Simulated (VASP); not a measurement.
Wanted: the native input for a VASP 6.6.1 run.

```yaml
Task: single point
Functional: PBEsol
Dispersion: D3(BJ)
Potentials_or_basis: VASP PAW PBE potentials, release 64 (Al, N)
Cutoff: 520 eV
k_mesh: 10 × 10 × 10
Occupations: gaussian, width 0.01 eV
Spin: no spin polarisation
Dipole_correction: no
Further_INCAR_settings: ALGO = Normal; EDIFF = 1e-07; NBANDS = 11
```

The structure of AlN lies in POSCAR:

```
AlN
1.0
    0.0000000000      2.1839940000      2.1839940000
    2.1839940000      0.0000000000      2.1839940000
    2.1839940000      2.1839940000      0.0000000000
Al N
1 1
Direct
    0.0000000000      0.0000000000      0.0000000000
    0.7500000000      0.7500000000      0.7500000000
```

One way to write it, as run:

INCAR

```
SYSTEM = AlN
PREC     = Accurate       ! precision mode
ENCUT    = 520            ! plane-wave cutoff, eV
EDIFF    = 1E-7           ! SCF threshold, eV
ISMEAR   = 0              ! smearing method
SIGMA    = 0.01           ! smearing width, eV
LREAL    = .FALSE.        ! projectors in reciprocal space
LASPH    = .TRUE.         ! aspherical terms in the spheres
NELM     = 100            ! most SCF steps
ALGO     = Normal         ! electronic algorithm
ISIF     = 2              ! what is computed and relaxed
LWAVE    = .FALSE.        ! write WAVECAR
LCHARG   = .FALSE.        ! write CHGCAR
GGA      = PS             ! functional
IVDW     = 12             ! dispersion correction
NBANDS   = 11             ! bands
```

KPOINTS

```
Automatic mesh
0
G
  10 10 10
  0 0 0
```

Potentials or basis: VASP PAW PBE potentials, release 64 (Al, N).

Run with:

```sh
$ cat potpaw_PBE.64/Al/POTCAR potpaw_PBE.64/N/POTCAR > POTCAR
$ mpirun -np 1 vasp_std > vasp.out
```

It gave:

```json
{"Pressure": "-2.2 GPa", "Band gap on the k mesh": "3.19 eV, indirect (least direct gap 4.13 eV)", "Dispersion energy per atom": "-0.226 eV"}
```

Caveat: three body term missing; the PAW data sets were made with another functional, which shifts forces and pressure a little.

It took 3.9 s on 1 thread of Intel(R) Xeon(R) 6975P-C (Granite Rapids), with other jobs on the host, peak memory 0.14 GiB.
